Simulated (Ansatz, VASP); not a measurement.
# PtSeS4 in VASP and in Ansatz

```
CELL_PARAMETERS angstrom
3.58662 0.00000 0.00000
-1.79331 3.10610 0.00000
0.00000 0.00000 12.16256
ATOMIC_POSITIONS crystal
Pt 0.00000 0.00000 0.50000
Se 0.00000 0.00000 0.00000
S 0.66667 0.33333 0.60029
S 0.66667 0.33333 0.12012
S 0.33333 0.66667 0.87988
S 0.33333 0.66667 0.39971
```

Change from the starting cell: species swapped into the SrCaSi4 type (P-3m1, No. 164).

Alike in both runs: functional PBE; k mesh 6 × 6 × 2; occupations gaussian, width 0.1 eV; no spin polarisation.

Ansatz relaxed the structure, and its values are those at the end. VASP's run is a single point on that final structure, the one shown.

|  | VASP | Ansatz |
| --- | --- | --- |
| version | VASP 6.6.1 | Ansatz 0.2.0 |
| potentials or method | VASP PAW PBE potentials, release 64 (Pt, Se, S), cutoff 520 eV | scalar-relativistic, plane waves, PAW |
| valence electrons in the cell | 40 | 58 |

VASP gave:

* gap on the k mesh at the Fermi level (eV): 0.88
* least direct gap on the mesh (eV): 1.27
* pressure (GPa): -0.2
* rms of the force components (eV/Å): 0.011

Question: Estimate Ansatz's values.

Answer: gap on the k mesh at the Fermi level (eV): 0.86; least direct gap on the mesh (eV): 1.27; pressure (GPa): 0.1; rms of the force components (eV/Å): 0.003.

VASP's potentials hold 40 valence electrons a cell and Ansatz's 58, so a difference there can come from the potentials and not from the codes.

Neither program's run includes spin-orbit coupling.
